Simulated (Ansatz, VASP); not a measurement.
**C: VASP beside Ansatz**

```
C
1.0
     0.00000    1.80569    1.80569
     1.78340    0.02229    1.78340
     1.78340    1.78340    0.02229
C
2
Direct
  0.50000 0.50000 0.50000
  0.75000 0.75000 0.75000
```

Change from the starting cell: strain +0.0250 x Voigt [0, 0, 0, 1, 0, 0], atoms carried along.

Alike in both runs: task single point; functional r2SCAN; k mesh 12 × 12 × 12; occupations gaussian, width 0.05 eV; no spin polarisation.

|  | VASP | Ansatz |
| --- | --- | --- |
| version | VASP 6.6.1 | Ansatz 0.2.0 |
| potentials or method | VASP PAW PBE potentials, release 64 (C), cutoff 520 eV | scalar-relativistic, plane waves, PAW |
| valence electrons in the cell | 8 | 8 |

VASP gave:

| Item | Value |
| --- | --- |
| gap on the k mesh at the Fermi level (eV) | 4.30 |
| least direct gap on the mesh (eV) | 5.45 |
| pressure (GPa) | -1.0 |
| traceless stress, the component that is largest in VASP (GPa) | -14.62 |
| rms of the force components (eV/Å) | 0.033 |

Problem. Which values does Ansatz return?

Solution. gap on the k mesh at the Fermi level (eV): 4.32; least direct gap on the mesh (eV): 5.49; pressure (GPa): -2.1; traceless stress, the component that is largest in VASP (GPa): -14.52; rms of the force components (eV/Å): 0.028.

VASP's potentials were made for PBE, not for r2SCAN. Atom by atom the forces differ by 0.005 eV/Å (rms over components). The functional is the same, so the differences come from potentials, cutoffs and numerics.
